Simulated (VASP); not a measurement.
# SiC (P6_3mc) in VASP: further runs

Runs on SiC. Level: PBEsol. Tasks: single point.

Program: VASP 6.6.1. These are calculated values, not measurements. Logs are shortened: lines on timing, memory, paths and dates and some standing lists are left out, and cuts for length are marked.

## Step 1: The cell of the first run

The structure is hexagonal, space group P6_3mc (No. 186). The conventional cell has a = 3.086 Å, b = 3.086 Å, c = 5.065 Å, α = 90.00°, β = 90.00°, γ = 120.00°. Within 2.5 Å of Si (site symmetry 3m) lie 4 C at 1.87 to 1.95 Å. Within 2.5 Å of C (site symmetry 3m) lie 4 Si at 1.87 to 1.95 Å.

## Step 2: Single point, PBEsol (volume scaled by 1.01)

The input, INCAR:

```
PREC = Accurate ; ENCUT = 520
EDIFF = 1E-6 ; ISMEAR = -1
SIGMA = 0.08 ; LREAL = False
LASPH = True ; NELM = 60
ALGO = Normal ; ISIF = 2
LWAVE = False ; LCHARG = False
GGA = PS ; NBANDS = 16
```

The input, KPOINTS:

```
Automatic mesh
0
Gamma
  15 15 8
```

The input, POSCAR:

```
SiC
1.0
    3.0862175446      0.0000000000      0.0000000000
   -1.5431087723      2.6727427953      0.0000000000
    0.0000000000      0.0000000000      5.0647708873
Si C
2 2
Direct
    0.3333333333      0.6666666667      0.0000000000
    0.6666666667      0.3333333333      0.5000000000
    0.3333333333      0.6666666667      0.3850000000
    0.6666666667      0.3333333333      0.8850000000
```

Potentials or basis: VASP PAW PBE potentials, release 64 (Si, C).

Command:

```sh
cat potpaw_PBE.64/Si/POTCAR potpaw_PBE.64/C/POTCAR > POTCAR
mpirun -np 1 vasp_std > vasp.out
```

OUTCAR:

```text
PREC = Accurate
   ENCUT = 520
   EDIFF = 1E-6
   ISMEAR = -1
   LREAL = False
   LASPH = True
   NELM = 60
   ISIF = 2
   GGA = PS

 ion  position               nearest neighbor table
   1  0.333  0.667  0.000-   4 1.87   4 1.87   4 1.87   3 1.95   2 3.10   2 3.10   2 3.10   2 3.10
                             2 3.10   2 3.10
   2  0.667  0.333  0.500-   3 1.87   3 1.87   3 1.87   4 1.95   1 3.10   1 3.10   1 3.10   1 3.10
                             1 3.10   1 3.10
   3  0.333  0.667  0.385-   2 1.87   2 1.87   2 1.87   1 1.95
   4  0.667  0.333  0.885-   1 1.87   1 1.87   1 1.87   2 1.95

  LATTYP: Found a hexagonal cell.
 ALAT       =     3.0862175446
 C/A-ratio  =     1.6410932846

  Lattice vectors:

 A1 = (   3.0862175446,   0.0000000000,   0.0000000000)
 A2 = (  -1.5431087723,   2.6727427953,   0.0000000000)
 A3 = (   0.0000000000,   0.0000000000,   5.0647708873)

Analysis of symmetry for initial positions (statically):
=====================================================================
 Subroutine PRICEL returns:
 Original cell was already a primitive cell.

 Routine SETGRP: Setting up the symmetry group for a
 hexagonal supercell.

 Subroutine GETGRP returns: Found 12 space group operations
 (whereof  6 operations were pure point group operations)
 out of a pool of 24 trial point group operations.

The static configuration has the point symmetry C_3v.
 The point group associated with its full space group is C_6v.

Analysis of symmetry for dynamics (positions and initial velocities):
=====================================================================
 Subroutine PRICEL returns:
 Original cell was already a primitive cell.

 Routine SETGRP: Setting up the symmetry group for a
 hexagonal supercell.

 Subroutine GETGRP returns: Found 12 space group operations
 (whereof  6 operations were pure point group operations)
 out of a pool of 24 trial point group operations.

The dynamic configuration has the point symmetry C_3v.
 The point group associated with its full space group is C_6v.

 Subroutine INISYM returns: Found 12 space group operations
 (whereof  6 operations are pure point group operations),
 and found     1 'primitive' translations

----------------------------------------------------------------------------------------

                                     Primitive cell

  volume of cell :      41.7776

  direct lattice vectors                    reciprocal lattice vectors
     3.086217545  0.000000000  0.000000000     0.324021228  0.187073743  0.000000000
    -1.543108772  2.672742795  0.000000000     0.000000000  0.374147487  0.000000000
     0.000000000  0.000000000  5.064770887     0.000000000  0.000000000  0.197442297

  length of vectors
     3.086217545  3.086217545  5.064770887     0.374147487  0.374147487  0.197442297

  position of ions in fractional coordinates (direct lattice)
     0.333333333  0.666666667  0.000000000
     0.666666667  0.333333333  0.500000000
     0.333333333  0.666666667  0.385000000
     0.666666667  0.333333333  0.885000000

  ion indices of the primitive-cell ions
   primitive index   ion index
                 1           1
                 2           2
                 3           3
                 4           4

----------------------------------------------------------------------------------------

 KPOINTS: Automatic mesh

Automatic generation of k-mesh.
 Grid dimensions read from file:
 generate k-points for:   15   15    8

 Generating k-lattice:

  Cartesian coordinates                     Fractional coordinates (reciprocal lattice)
     0.021601415  0.012471583  0.000000000     0.066666667  0.000000000  0.000000000
     0.000000000  0.024943166  0.000000000     0.000000000  0.066666667  0.000000000
     0.000000000  0.000000000  0.024680287     0.000000000  0.000000000  0.125000000

  Length of vectors
     0.024943166  0.024943166  0.024680287

  Shift w.r.t. Gamma in fractional coordinates (k-lattice)
     0.000000000  0.000000000  0.000000000

 Subroutine IBZKPT returns following result:
 ===========================================

 Found    135 irreducible k-points:

 Following reciprocal coordinates:
            Coordinates               Weight
  0.000000  0.000000  0.000000      1.000000
  0.066667 -0.000000  0.000000      6.000000
  0.133333  0.000000  0.000000      6.000000
  0.200000 -0.000000  0.000000      6.000000
  0.266667  0.000000  0.000000      6.000000
  0.333333  0.000000  0.000000      6.000000
[... 16 lines left out ...]
  0.333333  0.200000  0.000000     12.000000
  0.400000  0.200000  0.000000      6.000000
 [... further k-points ...]
   k-points           NKPTS =    135   k-points in BZ     NKDIM =    135   number of bands    NBANDS=     16
   number of dos      NEDOS =    301   number of ions     NIONS =      4
   total plane-waves  NPLWV =  23040
   dimension x,y,z NGX =    24 NGY =   24 NGZ =   40
   dimension x,y,z NGXF=    48 NGYF=   48 NGZF=   80
   ions per type =               2   2
   NGX,Y,Z   is equivalent  to a cutoff of  12.93, 12.93, 13.13 a.u.
   NGXF,Y,Z  is equivalent  to a cutoff of  25.86, 25.86, 26.26 a.u.
 SYSTEM =  unknown system
   PREC   = accura    normal or accurate (medium, high low for compatibility)
   ISTART =      0    job   : 0-new  1-cont  2-samecut
   ICHARG =      2    charge: 1-file 2-atom 10-const
   ISPIN  =      1    spin polarized calculation?
   LNONCOLLINEAR =      F non collinear calculations
   LSORBIT =      F    spin-orbit coupling
   LASPH  =      T    aspherical Exc in radial PAW
   ENCUT  =  520.0 eV  38.22 Ry    6.18 a.u.   5.74  5.74  9.42*2*pi/ulx,y,z
   NELM   =     60;   NELMIN=  2; NELMDL= -5     # of ELM steps
   EDIFF  = 0.1E-05   stopping-criterion for ELM
   LREAL  =      F    real-space projection
   EDIFFG = 0.1E-04   stopping-criterion for IOM
   NSW    =      0    number of steps for IOM
   IBRION =     -1    ionic relax: 0-MD 1-quasi-New 2-CG
   NFREE  =      0    steps in history (QN), initial steepest desc. (CG)
   ISIF   =      2    stress and relaxation
   ISYM   =      2    0-nonsym 1-usesym 2-fastsym
   POTIM  = 0.5000    time-step for ionic-motion
   TEBEG  =    0.0;   TEEND  =   0.0 temperature during run
   PSTRESS=    0.0 pullay stress
   NELECT =      16.0000    total number of electrons
   NUPDOWN=      -1.0000    fix difference up-down
   EMIN   =  10.00;   EMAX   =-10.00  energy-range for DOS
   EFERMI =   0.00;   METHOD = LEGACY
   ISMEAR =    -1;   SIGMA  =   0.08  broadening in eV -4-tet -1-fermi 0-gaus
   EFERMI_NEDOS =   21; number of points for ismear=-14 and -15
   IALGO  =     38    algorithm
   IMIX   =      4    mixing-type and parameters
     AMIX     =   0.40;   BMIX     =  1.00
     AMIX_MAG =   1.60;   BMIX_MAG =  1.00
  volume/ion in A,a.u.               =      10.44        70.48
  Fermi-wavevector in a.u.,A,eV,Ry     =   1.188868  2.246635 19.230573  1.413407
  Thomas-Fermi vector in A             =   2.324988
   LORBIT       =      0    0 simple, 1 ext, 2 COOP (PROOUT), +10 PAW based schemes
   GGA     = PS    functional components
   LHFCALC =     F    Hartree Fock is set to
   AEXX    =    0.0000 exact exchange contribution
   IVDW    =     0    specifies the selected vdW correction
   LEPSILON=     F    determine dielectric tensor
   LRPA    =     F    only Hartree local field effects (RPA)
 non-spin polarized calculation
  energy-cutoff  :      520.00
  volume of cell :       41.78
 maximum number of plane-waves:      1146
 NGX is ok and might be reduce to    24
   NGX = 11   NGY = 11   NGZ = 19

 number of electron      16.0000000 magnetization

 Free energy of the ion-electron system (eV)
  ---------------------------------------------------
  ext. energy  EPLUGINS =         0.00000000
  ---------------------------------------------------
  free energy    TOTEN  =       -31.78495198 eV

  energy without entropy =      -31.78495196  energy(sigma->0) =      -31.78495197

 E-fermi :   9.3572     XC(G=0): -11.4549

 val. band max:        8.2428126361   @ k =   0.0000   0.0000   0.0000
 cond. band min:      10.4215529205   @ k =   0.3333   0.3333   0.0000
 fundamental gap:      2.1787402843
 Fermi energy:         9.3571901836

 k-point     1 :       0.0000    0.0000    0.0000
  band No.  band energies     occupation
      1      -7.4198      2.00000
      2      -3.9180      2.00000
      3      -0.4555      2.00000
      4       6.6905      2.00000
      5       6.6905      2.00000
      6       7.9712      2.00000
[... 8 lines left out ...]
     15      16.8180      0.00000
     16      19.3890      0.00000

 k-point     2 :       0.0667   -0.0000    0.0000
  band No.  band energies     occupation
      1      -7.3428      2.00000
      2      -3.8516      2.00000
      3      -0.3837      2.00000
      4       6.2375      2.00000
      5       6.5527      2.00000
      6       7.6751      2.00000
[... 8 lines left out ...]
     15      17.0226      0.00000
     16      18.6734      0.00000

 k-point     3 :       0.1333    0.0000    0.0000
  band No.  band energies     occupation
      1      -7.1130      2.00000
      2      -3.6555      2.00000
      3      -0.1714      2.00000
      4       5.1638      2.00000
      5       6.2131      2.00000
      6       6.9019      2.00000
[... 8 lines left out ...]
     15      17.5371      0.00000
     16      17.7315      0.00000

 k-point     4 :       0.2000   -0.0000    0.0000
  band No.  band energies     occupation
      1      -6.7344      2.00000
      2      -3.3416      2.00000
      3       0.1675      2.00000
      4       3.8662      2.00000
      5       5.7984      2.00000
      6       5.8701      2.00000
[... 8 lines left out ...]
     15      17.4965      0.00000
     16      18.1135      0.00000
[... 324 lines left out ...]
 k-point    22 :       0.2667    0.2000    0.0000
  band No.  band energies     occupation
      1      -4.7567      2.00000
      2      -2.1939      2.00000
      3       0.8284      2.00000
      4       2.2956      2.00000
      5       2.6092      2.00000
      6       3.5998      2.00000
[... 8 lines left out ...]
     15      18.4191      0.00000
     16      19.6614      0.00000

 k-point    23 :       0.3333    0.2000    0.0000
  band No.  band energies     occupation
      1      -4.0549      2.00000
      2      -2.3024      2.00000
      3       0.7042      2.00000
      4       2.0246      2.00000
      5       2.7724      2.00000
      6       3.1559      2.00000
[... 8 lines left out ...]
     15      18.8852      0.00000
     16      19.6649      0.00000

 k-point    24 :       0.4000    0.2000    0.0000
  band No.  band energies     occupation
      1      -3.6351      2.00000
      2      -2.5480      2.00000
      3       0.7470      2.00000
      4       1.9452      2.00000
      5       2.4442      2.00000
      6       3.4664      2.00000
[... 8 lines left out ...]
     15      19.0949      0.00000
     16      19.9160      0.00000

 [... further k-points ...]
[... 5 lines left out ...]
  --------------------------------------------------------------------------------------
  -------------------------------------------------------------------------------------
  Total       -0.0151812     -0.0151812     -1.2003171      0.0000000      0.0000000     -0.0000000
  in kB       -0.5822003     -0.5822003    -46.0323400      0.0000000      0.0000000     -0.0000000
  external PRESSURE =     -15.7322469 kB  Pullay stress =       0.0000000 kB

 VOLUME and BASIS-vectors are now :
 -----------------------------------------------------------------------------
  energy-cutoff  :      520.00
  volume of cell :       41.78
      direct lattice vectors                 reciprocal lattice vectors
     3.086217545  0.000000000  0.000000000     0.324021228  0.187073743  0.000000000
    -1.543108772  2.672742795  0.000000000     0.000000000  0.374147487  0.000000000
     0.000000000  0.000000000  5.064770887     0.000000000  0.000000000  0.197442297

 POSITION                                       TOTAL-FORCE (eV/Angst)
 -----------------------------------------------------------------------------------
     -0.00000      1.78183      0.00000        -0.000000     -0.000000      0.735632
      1.54311      0.89091      2.53239         0.000000     -0.000000      0.735632
     -0.00000      1.78183      1.94994         0.000000      0.000000     -0.735632
      1.54311      0.89091      4.48232        -0.000000     -0.000000     -0.735632
 -----------------------------------------------------------------------------------
    total drift:                               -0.000000      0.000000     -0.000275

  FREE ENERGIE OF THE ION-ELECTRON SYSTEM (eV)
  ---------------------------------------------------
  free  energy   TOTEN  =       -31.7849519753 eV

  energy  without entropy=      -31.7849519602  energy(sigma->0) =      -31.78495197
```

It took 52 s on 1 thread of Intel Xeon 6975P-C, shared host; peak memory 0.21 GiB.

Results:

```
Free energy            : -31.7850 eV
Pressure               : -1.6 GPa
Largest force          : 0.736 eV/Å
Band gap on the k mesh : 2.18 eV, indirect (least direct gap 3.95 eV)
```

Forces in eV/Å, atoms in the order of the input:
```
Si   0.000  0.000  0.736
Si   0.000  0.000  0.736
C    0.000  0.000 -0.736
C    0.000  0.000 -0.736
```

Stress tensor (GPa, compression positive):
```
-0.06  0.00  0.00
 0.00 -0.06  0.00
 0.00  0.00 -4.60
```

Caveat: the PAW data sets were made with another functional, which shifts forces and pressure a little. A k mesh can miss the band edges.

## Step 3: Single point, PBEsol (volume scaled by 1.04)

The input, INCAR:

```
PREC = Accurate
ENCUT = 520
EDIFF = 1E-7
ISMEAR = -1
SIGMA = 0.08
LREAL = False
LASPH = True
NELM = 100
ALGO = Normal
ISIF = 2
LWAVE = False
LCHARG = True
GGA = PS
LELF = True
LVHAR = True
NBANDS = 16
```

The input, KPOINTS:

```
regular mesh
0
Gamma
  15 15 8
```

The input, POSCAR:

```
SiC
1.0
    3.1164765090      0.0000000000      0.0000000000
   -1.5582382545      2.6989478271      0.0000000000
    0.0000000000      0.0000000000      5.1144286705
Si C
2 2
Direct
    0.3333333333      0.6666666667      0.0000000000
    0.6666666667      0.3333333333      0.5000000000
    0.3333333333      0.6666666667      0.3850000000
    0.6666666667      0.3333333333      0.8850000000
```

Potentials or basis: VASP PAW PBE potentials, release 64 (Si, C).

Command:

```sh
cat potpaw_PBE.64/Si/POTCAR potpaw_PBE.64/C/POTCAR > POTCAR
mpirun -np 1 vasp_std > vasp.out
```

It took 51 s on 1 thread of Intel Xeon 6975P-C, shared host; peak memory 0.21 GiB.

Results (log left out):

```yaml
Free_energy: -31.7495 eV
Pressure: -7.5 GPa
Largest_force: 0.691 eV/Å
Band_gap_on_the_k_mesh: 2.23 eV, indirect (least direct gap 3.89 eV)
```

Forces in eV/Å, atoms in the order of the input:
```
Si   0.000  0.000  0.691
Si   0.000  0.000  0.691
C    0.000  0.000 -0.691
C    0.000  0.000 -0.691
```

Stress tensor (GPa, compression positive):
```
-6.37  0.00  0.00
 0.00 -6.37  0.00
 0.00  0.00 -9.81
```

Levels at points of the mesh, in eV from the valence-band top:
```csv
k point,band 4,band 5,band 6,band 7,band 8,band 9,band 10,band 11,band 12,band 13
"(0.00, 0.00, 0.00)",-1.54,-1.54,-0.27,-0.27,0.00,4.23,5.56,6.21,6.21,7.15
"(0.00, 0.00, 0.50)",-4.40,-0.96,-0.96,-0.96,-0.96,5.31,5.31,6.89,6.89,6.89
```

Caveat: the PAW data sets were made with another functional, which shifts forces and pressure a little. A k mesh can miss the band edges.
